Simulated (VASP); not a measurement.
# FeO (R-3m) in VASP: a series of runs, part 2 of 2

VASP 6.6.1. Earlier steps stand in the parts before.

### Step 3. Relaxation of shape and atoms at fixed volume, PBEsol, collinear spin, ferromagnetic start (8.99 Å³/atom)

This run uses another cell than the first one, of 8.99 Å³/atom.

The input, INCAR:

```
PREC = Accurate
ENCUT = 600
EDIFF = 1E-6
ISMEAR = 0
SIGMA = 0.1
LREAL = F
LASPH = T
NELM = 150
ALGO = Normal
ISIF = 4
LWAVE = F
LCHARG = F
ISPIN = 2
MAGMOM = 3.76 0.37
LORBIT = 11
LMAXMIX = 4
GGA = PS
IBRION = 2
NSW = 50
EDIFFG = -0.01
```

The input, KPOINTS:

```
Automatic mesh
0
Gamma
  18 18 18
```

The input, POSCAR:

```
FeO
1.0
    1.4701794733      0.8488085147      2.4019713090
   -1.4701794733      0.8488085147      2.4019713090
    0.0000000000     -1.6976170293      2.4019713090
Fe O
1 1
Direct
    0.0000000000      0.0000000000      0.0000000000
    0.5000000000      0.5000000000      0.5000000000
```

Potentials or basis: VASP PAW PBE potentials, release 64 (Fe, O).

Run with:

```
> cat potpaw_PBE.64/Fe/POTCAR potpaw_PBE.64/O/POTCAR > POTCAR
> mpirun -np 1 vasp_std > vasp.out
```

OUTCAR:

```text
PREC = Accurate
   ENCUT = 600
   EDIFF = 1E-6
   ISMEAR = 0
   LREAL = F
   LASPH = T
   NELM = 150
   ISIF = 4
   ISPIN = 2
   LORBIT = 11
   GGA = PS
   IBRION = 2
   NSW = 50
   EDIFFG = -0.01

 ion  position               nearest neighbor table
   1  0.000  0.000  0.000-   2 2.08   2 2.08   2 2.08   2 2.08   2 2.08   2 2.08
   2  0.500  0.500  0.500-   1 2.08   1 2.08   1 2.08   1 2.08   1 2.08   1 2.08

  LATTYP: Found a trigonal (rhomboedric) cell.
 ALAT       =     2.9413210888
 COS(alpha) =     0.5003270588

  Lattice vectors:

 A1 = (   1.4701794733,   0.8488085147,   2.4019713090)
 A2 = (  -1.4701794733,   0.8488085147,   2.4019713090)
 A3 = (   0.0000000000,  -1.6976170293,   2.4019713090)

Analysis of symmetry for initial positions (statically):
=====================================================================
 Subroutine PRICEL returns:
 Original cell was already a primitive cell.

 Routine SETGRP: Setting up the symmetry group for a
 trigonal (rhombohedral) supercell.

 Subroutine GETGRP returns: Found 12 space group operations
 (whereof 12 operations were pure point group operations)
 out of a pool of 12 trial point group operations.

The static configuration has the point symmetry D_3d.

Analysis of symmetry for dynamics (positions and initial velocities):
=====================================================================
 Subroutine PRICEL returns:
 Original cell was already a primitive cell.

 Routine SETGRP: Setting up the symmetry group for a
 trigonal (rhombohedral) supercell.

 Subroutine GETGRP returns: Found 12 space group operations
 (whereof 12 operations were pure point group operations)
 out of a pool of 12 trial point group operations.

The dynamic configuration has the point symmetry D_3d.

Analysis of structural, dynamic, and magnetic symmetry:
=====================================================================
 Subroutine PRICEL returns:
 Original cell was already a primitive cell.

 Routine SETGRP: Setting up the symmetry group for a
 trigonal (rhombohedral) supercell.

 Subroutine GETGRP returns: Found 12 space group operations
 (whereof 12 operations were pure point group operations)
 out of a pool of 12 trial point group operations.

The overall configuration has the point symmetry D_3d.

 Subroutine INISYM returns: Found 12 space group operations
 (whereof 12 operations are pure point group operations),
 and found     1 'primitive' translations

----------------------------------------------------------------------------------------

                                     Primitive cell

  volume of cell :      17.9845

  direct lattice vectors                    reciprocal lattice vectors
     1.470179473  0.848808515  2.401971309     0.340094532  0.196353670  0.138774902
    -1.470179473  0.848808515  2.401971309    -0.340094532  0.196353670  0.138774902
     0.000000000 -1.697617029  2.401971309     0.000000000 -0.392707339  0.138774902

  length of vectors
     2.941321089  2.941321089  2.941321089     0.416506336  0.416506336  0.416506336

  position of ions in fractional coordinates (direct lattice)
     0.000000000  0.000000000  0.000000000
     0.500000000  0.500000000  0.500000000

  ion indices of the primitive-cell ions
   primitive index   ion index
                 1           1
                 2           2

[... 92 lines left out ...]
  volume/ion in A,a.u.               =       8.99        60.68
  Fermi-wavevector in a.u.,A,eV,Ry     =   1.505975  2.845880 30.857483  2.267961
  Thomas-Fermi vector in A             =   2.616753
   LORBIT       =     11    0 simple, 1 ext, 2 COOP (PROOUT), +10 PAW based schemes
   GGA     = PS    functional components
   LHFCALC =     F    Hartree Fock is set to
   AEXX    =    0.0000 exact exchange contribution
   IVDW    =     0    specifies the selected vdW correction
   LEPSILON=     F    determine dielectric tensor
   LRPA    =     F    only Hartree local field effects (RPA)
 conjugate gradient relaxation of ions
 spin polarized calculation
 Gauss-broadening in eV      SIGMA  =   0.10
  energy-cutoff  :      600.00
  volume of cell :       17.98
 maximum number of plane-waves:       612
   NGX = 11   NGY = 11   NGZ = 11

 number of electron      14.0000005 magnetization       3.9488665

 Free energy of the ion-electron system (eV)
  ---------------------------------------------------
  ext. energy  EPLUGINS =         0.00000000
  ---------------------------------------------------
  free energy    TOTEN  =       -15.81126611 eV

  energy without entropy =      -15.80375881  energy(sigma->0) =      -15.80751246

 E-fermi :   7.2813     XC(G=0): -13.0191

 val. band max:        7.2812693764   @ k =  -0.3889   0.3889   0.2778
 cond. band min:       7.2816014987   @ k =  -0.3889   0.3333   0.2222
 fundamental gap:      0.0003321223
 Fermi energy:         7.2812720929

 spin component 1

 k-point     1 :       0.0000    0.0000    0.0000
  band No.  band energies     occupation
      1     -14.3461      1.00000
      2       3.0469      1.00000
      3       3.0503      1.00000
      4       3.0503      1.00000
      5       3.2950      1.00000
      6       3.2975      1.00000
      7       3.2975      1.00000
      8       3.6140      1.00000
      9       3.6140      1.00000
     10       7.9429      0.00000
     11      22.8963      0.00000
     12      25.0909      0.00000
     13      25.1043      0.00000
[... 356 lines left out ...]
      2      -0.2466      1.00000
      3       0.8230      1.00000
      4       1.0946      1.00000
      5       3.7064      1.00000
      6       3.8472      1.00000
      7       4.2530      1.00000
      8       5.5760      1.00000
      9       6.2750      1.00000
     10      10.6416      0.00000
     11      18.5780      0.00000
     12      22.2916      0.00000
     13      23.3056      0.00000

 [... further k-points ...]

 spin component 2

 k-point     1 :       0.0000    0.0000    0.0000
  band No.  band energies     occupation
      1     -13.7610      1.00000
      2       3.6749      1.00000
      3       3.6785      1.00000
      4       3.6785      1.00000
      5       6.3574      1.00000
      6       6.3606      1.00000
      7       6.3606      1.00000
      8       7.3314      0.23921
      9       7.3314      0.23921
     10       8.7681      0.00000
     11      22.9589      0.00000
     12      26.1288      0.00000
     13      26.1416      0.00000
[... 356 lines left out ...]
      2       0.6280      1.00000
      3       2.2618      1.00000
      4       2.3949      1.00000
      5       6.9008      1.00000
      6       6.9092      1.00000
      7       7.2567      0.63590
      8       8.5994      0.00000
      9       9.2789      0.00000
     10      11.4855      0.00000
     11      19.5209      0.00000
     12      23.3298      0.00000
     13      24.4008      0.00000

 [... further k-points ...]

------------------------ aborting loop because EDIFF is reached ----------------------------------------

  FORCE on cell =-STRESS in cart. coord.  units (eV):
  Direction    XX          YY          ZZ          XY          YZ          ZX
  --------------------------------------------------------------------------------------
  -------------------------------------------------------------------------------------
  Total        1.6370186      1.6370186      1.6343251      0.0000000      0.0000000     -0.0000000
  in kB      145.8361017    145.8361017    145.5961450      0.0000000      0.0000000     -0.0000000
  external PRESSURE =     145.7561162 kB  Pullay stress =       0.0000000 kB

 VOLUME and BASIS-vectors are now :
 -----------------------------------------------------------------------------
  energy-cutoff  :      600.00
  volume of cell :       17.98
      direct lattice vectors                 reciprocal lattice vectors
     1.470179473  0.848808515  2.401971309     0.340094532  0.196353670  0.138774902
    -1.470179473  0.848808515  2.401971309    -0.340094532  0.196353670  0.138774902
     0.000000000 -1.697617029  2.401971309     0.000000000 -0.392707339  0.138774902

 POSITION                                       TOTAL-FORCE (eV/Angst)
 -----------------------------------------------------------------------------------
      0.00000      0.00000      0.00000         0.000000     -0.000000     -0.000000
      0.00000      0.00000      3.60296        -0.000000      0.000000      0.000000
 -----------------------------------------------------------------------------------
    total drift:                               -0.000000      0.000000     -0.000000

  FREE ENERGIE OF THE ION-ELECTRON SYSTEM (eV)
  ---------------------------------------------------
  free  energy   TOTEN  =       -15.8112661075 eV

  energy  without entropy=      -15.8037588102  energy(sigma->0) =      -15.80751246

 reached required accuracy - stopping structural energy minimisation

 total charge

# of ion       s       p       d       tot
------------------------------------------
    1        0.325   0.445   6.180   6.950
    2        1.549   3.474   0.000   5.023
--------------------------------------------------
tot          1.874   3.919   6.180  11.973

 magnetization (x)

# of ion       s       p       d       tot
------------------------------------------
    1        0.027   0.024   3.506   3.557
    2        0.034   0.279   0.000   0.314
--------------------------------------------------
tot          0.061   0.303   3.506   3.870
```

It took 12 min on 1 thread of Oxide Virtual Turin-like, shared host; peak memory 0.34 GiB.

Results:

```
Free energy                                           : -15.8113 eV
Pressure after relaxing                               : 14.6 GPa
Net moment                                            : 3.95 μB per cell
Site moments                                          : Fe +3.56; O +0.31 μB
Valence electrons inside the program's atomic spheres : Fe 6.95; O 5.02
```

Final structure:
```xyz
2
Lattice="1.4702 0.8488 2.4020 -1.4702 0.8488 2.4020 0.0000 -1.6976 2.4020" Properties=species:S:1:pos:R:3 pbc="T T T"
Fe    0.0000    0.0000    0.0000
O     0.0000    0.0000    3.6030
```

Caveat: the relaxation stopped at its first step, so nothing moved; the PAW data sets were made with another functional, which shifts forces and pressure a little; a cell with one magnetic atom can't hold antiferromagnetic order, which such compounds often take; semilocal functionals often make such compounds metallic where correlation or magnetic order opens a gap, which also shifts bond lengths.
